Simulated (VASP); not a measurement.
# AlCo (WC type) (P-6m2) in VASP: notebook

AlCo (WC type) is run at these levels: PBE; tasks: single point.

Program: VASP 6.6.1. These are calculated values, not measurements. Logs are shortened: lines on timing, memory, paths and dates and some standing lists are left out, and cuts for length are marked.

## Step 1: The cell of the first run

The structure is hexagonal, space group P-6m2 (No. 187). The conventional cell has a = 2.200 Å, b = 2.200 Å, c = 3.206 Å, α = 90.00°, β = 90.00°, γ = 120.00°. Within 2.7 Å of Co (site symmetry -6m2) lie 6 Al at 2.05 Å and 6 Co at 2.20 Å. Within 2.7 Å of Al (site symmetry -6m2) lie 6 Co at 2.05 Å and 6 Al at 2.20 Å.

## Step 2: Single point, PBE (6.72 Å³/atom)

Input file INCAR:

```
PREC = Accurate ; ENCUT = 690
EDIFF = 1E-6 ; ISMEAR = -1
SIGMA = 0.1 ; LREAL = F
LASPH = T ; NELM = 120
ALGO = Normal ; ISIF = 2
LWAVE = F ; LCHARG = F
GGA = PE ; NBANDS = 17
GGA_COMPAT = F
```

Input file KPOINTS:

```
Automatic mesh
0
Gamma
  15 15 14
```

Input file POSCAR:

```
AlCo
1.0
    2.2003647418      0.0000000000      0.0000000000
   -1.1001823709      1.9055717640      0.0000000000
    0.0000000000      0.0000000000      3.2064284937
Co Al
1 1
Direct
    0.0000000000      0.0000000000      0.0000000000
    0.3333333333      0.6666666667      0.5000000000
```

Potentials or basis: VASP PAW PBE potentials, release 64 (Co_sv, Al).

Launch:

```bash
$ cat potpaw_PBE.64/Co_sv/POTCAR potpaw_PBE.64/Al/POTCAR > POTCAR
$ mpirun -np 1 vasp_std > vasp.out
```

OUTCAR:

```text
PREC = Accurate
   ENCUT = 690
   EDIFF = 1E-6
   ISMEAR = -1
   LREAL = F
   LASPH = T
   NELM = 120
   ISIF = 2
   GGA = PE

 ion  position               nearest neighbor table
   1  0.000  0.000  0.000-   2 2.05   2 2.05   2 2.05   2 2.05   2 2.05   2 2.05
   2  0.333  0.667  0.500-   1 2.05   1 2.05   1 2.05   1 2.05   1 2.05   1 2.05

  LATTYP: Found a hexagonal cell.
 ALAT       =     2.2003647418
 C/A-ratio  =     1.4572259011

  Lattice vectors:

 A1 = (   2.2003647418,   0.0000000000,   0.0000000000)
 A2 = (  -1.1001823709,   1.9055717640,   0.0000000000)
 A3 = (   0.0000000000,   0.0000000000,   3.2064284937)

Analysis of symmetry for initial positions (statically):
=====================================================================
 Subroutine PRICEL returns:
 Original cell was already a primitive cell.

 Routine SETGRP: Setting up the symmetry group for a
 hexagonal supercell.

 Subroutine GETGRP returns: Found 12 space group operations
 (whereof 12 operations were pure point group operations)
 out of a pool of 24 trial point group operations.

The static configuration has the point symmetry D_3h.

Analysis of symmetry for dynamics (positions and initial velocities):
=====================================================================
 Subroutine PRICEL returns:
 Original cell was already a primitive cell.

 Routine SETGRP: Setting up the symmetry group for a
 hexagonal supercell.

 Subroutine GETGRP returns: Found 12 space group operations
 (whereof 12 operations were pure point group operations)
 out of a pool of 24 trial point group operations.

The dynamic configuration has the point symmetry D_3h.

 Subroutine INISYM returns: Found 12 space group operations
 (whereof 12 operations are pure point group operations),
 and found     1 'primitive' translations

----------------------------------------------------------------------------------------

                                     Primitive cell

  volume of cell :      13.4444

  direct lattice vectors                    reciprocal lattice vectors
     2.200364742  0.000000000  0.000000000     0.454470107  0.262388439  0.000000000
    -1.100182371  1.905571764  0.000000000     0.000000000  0.524776877  0.000000000
     0.000000000  0.000000000  3.206428494     0.000000000  0.000000000  0.311873476

  length of vectors
[... 80 lines left out ...]
   ENCUT  =  690.0 eV  50.71 Ry    7.12 a.u.   4.71  4.71  6.87*2*pi/ulx,y,z
   NELM   =    120;   NELMIN=  2; NELMDL= -5     # of ELM steps
   EDIFF  = 0.1E-05   stopping-criterion for ELM
   LREAL  =      F    real-space projection
   EDIFFG = 0.1E-04   stopping-criterion for IOM
   NSW    =      0    number of steps for IOM
   IBRION =     -1    ionic relax: 0-MD 1-quasi-New 2-CG
   NFREE  =      0    steps in history (QN), initial steepest desc. (CG)
   ISIF   =      2    stress and relaxation
   ISYM   =      2    0-nonsym 1-usesym 2-fastsym
   POTIM  = 0.5000    time-step for ionic-motion
   TEBEG  =    0.0;   TEEND  =   0.0 temperature during run
   PSTRESS=    0.0 pullay stress
   NELECT =      20.0000    total number of electrons
   NUPDOWN=      -1.0000    fix difference up-down
   EMIN   =  10.00;   EMAX   =-10.00  energy-range for DOS
   EFERMI =   0.00;   METHOD = LEGACY
   ISMEAR =    -1;   SIGMA  =   0.10  broadening in eV -4-tet -1-fermi 0-gaus
   EFERMI_NEDOS =   21; number of points for ismear=-14 and -15
   IALGO  =     38    algorithm
   IMIX   =      4    mixing-type and parameters
     AMIX     =   0.40;   BMIX     =  1.00
     AMIX_MAG =   1.60;   BMIX_MAG =  1.00
  volume/ion in A,a.u.               =       6.72        45.36
  Fermi-wavevector in a.u.,A,eV,Ry     =   1.868835  3.531586 47.518954  3.492545
  Thomas-Fermi vector in A             =   2.915006
   LORBIT       =      0    0 simple, 1 ext, 2 COOP (PROOUT), +10 PAW based schemes
   GGA     = PE    functional components
   LHFCALC =     F    Hartree Fock is set to
   AEXX    =    0.0000 exact exchange contribution
   IVDW    =     0    specifies the selected vdW correction
   LEPSILON=     F    determine dielectric tensor
   LRPA    =     F    only Hartree local field effects (RPA)
 non-spin polarized calculation
  energy-cutoff  :      690.00
  volume of cell :       13.44
 maximum number of plane-waves:       572
 NGX is ok and might be reduce to    20
   NGX =  9   NGY =  9   NGZ = 13

 number of electron      20.0000011 magnetization

 Free energy of the ion-electron system (eV)
  ---------------------------------------------------
  ext. energy  EPLUGINS =         0.00000000
  ---------------------------------------------------
  free energy    TOTEN  =        -4.61743589 eV

  energy without entropy =       -4.58752024  energy(sigma->0) =       -4.60247806

 E-fermi :  21.3646     XC(G=0): -15.5735

 val. band max:       21.3619694258   @ k =   0.4000   0.0000   0.0000
 cond. band min:      21.3693830282   @ k =   0.3333   0.0667   0.5000
 fundamental gap:      0.0074136024
 Fermi energy:        21.3645901660

 k-point     1 :       0.0000    0.0000    0.0000
  band No.  band energies     occupation
      1     -74.5256      2.00000
      2     -37.8900      2.00000
      3     -37.4128      2.00000
      4     -37.4128      2.00000
      5       5.9882      2.00000
      6      14.2456      2.00000
[... 457 lines left out ...]
      4     -37.7381      2.00000
      5      13.7946      2.00000
      6      15.5991      2.00000
[... 9 lines left out ...]
     16      38.7666      0.00000
     17      39.2852      0.00000

 [... further k-points ...]

------------------------ aborting loop because EDIFF is reached ----------------------------------------

  FORCE on cell =-STRESS in cart. coord.  units (eV):
  Direction    XX          YY          ZZ          XY          YZ          ZX
  --------------------------------------------------------------------------------------
  -------------------------------------------------------------------------------------
  Total       28.4906087     28.4906087     28.5663491     -0.0000000      0.0000000      0.0000000
  in kB     3395.2422361   3395.2422361   3404.2682642     -0.0000000      0.0000000      0.0000000
  external PRESSURE =    3398.2509121 kB  Pullay stress =       0.0000000 kB

 VOLUME and BASIS-vectors are now :
 -----------------------------------------------------------------------------
  energy-cutoff  :      690.00
  volume of cell :       13.44
      direct lattice vectors                 reciprocal lattice vectors
     2.200364742  0.000000000  0.000000000     0.454470107  0.262388439  0.000000000
    -1.100182371  1.905571764  0.000000000     0.000000000  0.524776877  0.000000000
     0.000000000  0.000000000  3.206428494     0.000000000  0.000000000  0.311873476

 POSITION                                       TOTAL-FORCE (eV/Angst)
 -----------------------------------------------------------------------------------
      0.00000      0.00000      0.00000         0.000000      0.000000      0.000000
     -0.00000      1.27038      1.60321        -0.000000      0.000000      0.000000
 -----------------------------------------------------------------------------------
    total drift:                                0.000000     -0.000000      0.000000

  FREE ENERGIE OF THE ION-ELECTRON SYSTEM (eV)
  ---------------------------------------------------
  free  energy   TOTEN  =        -4.6174358855 eV

  energy  without entropy=       -4.5875202394  energy(sigma->0) =       -4.60247806
```

OSZICAR:

```text
N       E                     dE             d eps       ncg     rms          rms(c)
DAV:   1     0.205572885236E+03    0.20557E+03   -0.12976E+04  8797   0.357E+03
DAV:   2     0.123784944684E+01   -0.20434E+03   -0.19497E+03 10166   0.687E+02
DAV:   3    -0.655456930777E+01   -0.77924E+01   -0.76744E+01 10256   0.148E+02
DAV:   4    -0.670663057621E+01   -0.15206E+00   -0.15181E+00 10869   0.180E+01
DAV:   5    -0.671200125856E+01   -0.53707E-02   -0.53703E-02 10673   0.248E+00    0.262E+01
DAV:   6    -0.665500477164E+01    0.56996E-01   -0.20728E+01 10058   0.135E+02    0.146E+01
DAV:   7    -0.473785201302E+01    0.19172E+01   -0.93252E+00 10037   0.818E+01    0.554E+00
DAV:   8    -0.462805532029E+01    0.10980E+00   -0.21707E-01 11717   0.101E+01    0.120E+00
DAV:   9    -0.461819356271E+01    0.98618E-02   -0.83716E-03 10468   0.125E+00    0.459E-01
DAV:  10    -0.461759087226E+01    0.60269E-03   -0.60505E-04 11151   0.561E-01    0.240E-01
DAV:  11    -0.461743628990E+01    0.15458E-03   -0.23490E-04 11729   0.305E-01    0.158E-02
DAV:  12    -0.461743588555E+01    0.40435E-06   -0.79642E-06 10200   0.829E-02
   1 F= -.46174359E+01 E0= -.46024781E+01  d E =-.299156E-01
```

Run time: 34 s. Hardware: 1 thread of AMD EPYC 9R45 (Zen 5), shared host; peak memory 0.16 GiB.

What came out:

| Property | Result |
| --- | --- |
| Free energy | -4.6174 eV |
| Pressure | 339.8 GPa |
| Band gap on the k mesh | zero (bands 10 and 11 overlap by 2.87 eV) |

Stress tensor (GPa, compression positive):
```
339.52   0.00   0.00
  0.00 339.52   0.00
  0.00   0.00 340.43
```

Caveat: the cell stands under pressure; the run has no spin polarisation, though such a crystal can be magnetic.

## Step 3: Single point, PBE (10.76 Å³/atom)

This run uses another cell than the first one, of 10.76 Å³/atom.

Input file INCAR:

```
PREC = Accurate ; ENCUT = 690
EDIFF = 1E-6 ; ISMEAR = -1
SIGMA = 0.1 ; LREAL = False
LASPH = True ; NELM = 120
ALGO = Normal ; ISIF = 2
LWAVE = False ; LCHARG = False
GGA = PE ; NBANDS = 17
GGA_COMPAT = False
```

Input file KPOINTS:

```
regular mesh
0
Gamma
  15 15 14
```

Input file POSCAR:

```
AlCo
1.0
    2.5988864495      0.0000000000      0.0000000000
   -1.2994432248      2.2507016868      0.0000000000
    0.0000000000      0.0000000000      3.6775305310
Co Al
1 1
Direct
    0.0000000000      0.0000000000      0.0000000000
    0.3333333333      0.6666666667      0.5000000000
```

Potentials or basis: VASP PAW PBE potentials, release 64 (Co_sv, Al).

Launch:

```bash
$ cat potpaw_PBE.64/Co_sv/POTCAR potpaw_PBE.64/Al/POTCAR > POTCAR
$ mpirun -np 1 vasp_std > vasp.out
```

It took 46 s on 1 thread of AMD EPYC 9R45 (Zen 5), shared host; peak memory 0.21 GiB.

Results (log left out):

```yaml
Free_energy: -11.3142 eV
Pressure: 26.0 GPa
Band_gap_on_the_k_mesh: zero (bands 10 and 11 overlap by 1.82 eV)
```

Levels at points of the mesh, in eV from the Fermi level:
| k point | band 7 | band 8 | band 9 | band 10 | band 11 | band 12 | band 13 | band 14 |
| --- | --- | --- | --- | --- | --- | --- | --- | --- |
| (0.00, 0.00, 0.00) | -1.59 | -1.59 | -1.46 | -0.61 | -0.61 | 4.14 | 14.23 | 14.23 |
| (0.00, 0.00, 0.50) | -2.05 | -1.58 | -1.58 | -0.72 | -0.72 | 10.81 | 15.49 | 15.49 |

Caveat: the cell stands under pressure; the run has no spin polarisation, though such a crystal can be magnetic. Spin polarisation is off, so any magnetic state and its effect on volume and gap are missing.

## Step 4: Single point, PBE

This run uses another cell than the first one, of 8.80 Å³/atom.

Input file INCAR:

```
ALGO = Normal
EDIFF = 1E-6
ENCUT = 690
GGA = PE
GGA_COMPAT = F
ISIF = 2
ISMEAR = -1
LASPH = T
LCHARG = F
LREAL = F
LWAVE = F
NBANDS = 17
NELM = 120
PREC = Accurate
SIGMA = 0.1
```

Input file KPOINTS:

```
k-points
0
Gamma
  15 15 14
```

Input file POSCAR:

```
AlCo
1.0
    2.4149002501      0.0000000000      0.0000000000
   -1.2074501250      2.0913649642      0.0000000000
    0.0000000000      0.0000000000      3.4848358648
Co Al
1 1
Direct
    0.0000000000      0.0000000000      0.0000000000
    0.3333333333      0.6666666667      0.5000000000
```

Launch:

```bash
$ cat potpaw_PBE.64/Co_sv/POTCAR potpaw_PBE.64/Al/POTCAR > POTCAR
$ mpirun -np 1 vasp_std > vasp.out
```

It took 62 s on 1 thread of Intel Xeon Platinum 8259CL at 2.50GHz (Skylake/Cascade Lake), shared host; peak memory 0.22 GiB.

It converged, with:

| Quantity | Value |
| --- | --- |
| Free energy | -9.8471 eV |
| Pressure | 105.0 GPa |
| Band gap on the k mesh | zero (bands 10 and 11 overlap by 2.17 eV) |

Stress tensor (GPa, compression positive):
```
104.97   0.00   0.00
  0.00 104.97   0.00
  0.00   0.00 105.13
```

Levels at points of the mesh, in eV from the Fermi level:
```
           k point  band 8  band 9  band 10  band 11  band 12  band 13
(0.00, 0.00, 0.00)   -2.15   -1.93    -0.81    -0.81     4.69    15.79
(0.00, 0.00, 0.50)   -2.14   -2.14    -0.94    -0.94    11.09    17.07
```

Caveat: the cell stands under pressure; the run has no spin polarisation, though such a crystal can be magnetic. Spin polarisation is off, so any magnetic state and its effect on volume and gap are missing.

## Step 5: Overview

| cell | gap on the mesh (eV) | pressure (GPa) |
| --- | --- | --- |
| a = 2.200, b = 2.200, c = 3.206 Å, angles 90.0, 90.0, 120.0°, 2 atoms | none | 339.8 |
| a = 2.599, b = 2.599, c = 3.678 Å, angles 90.0, 90.0, 120.0°, 2 atoms | none | 26.0 |
| a = 2.415, b = 2.415, c = 3.485 Å, angles 90.0, 90.0, 120.0°, 2 atoms | none | 105.0 |

Alike in all rows: task single point; level PBE; potentials or basis VASP PAW PBE potentials, release 64 (Co_sv, Al); no spin polarisation; k mesh 15 × 15 × 14; cutoff (eV) 690; smearing fermi-dirac 0.1 eV.

Caveats: the cell stands under pressure; the run has no spin polarisation, though such a crystal can be magnetic.

Absolute energies hang on the potentials; compare differences alone.

The gap in the log of VASP goes by the Fermi energy; the results here count the filled bands.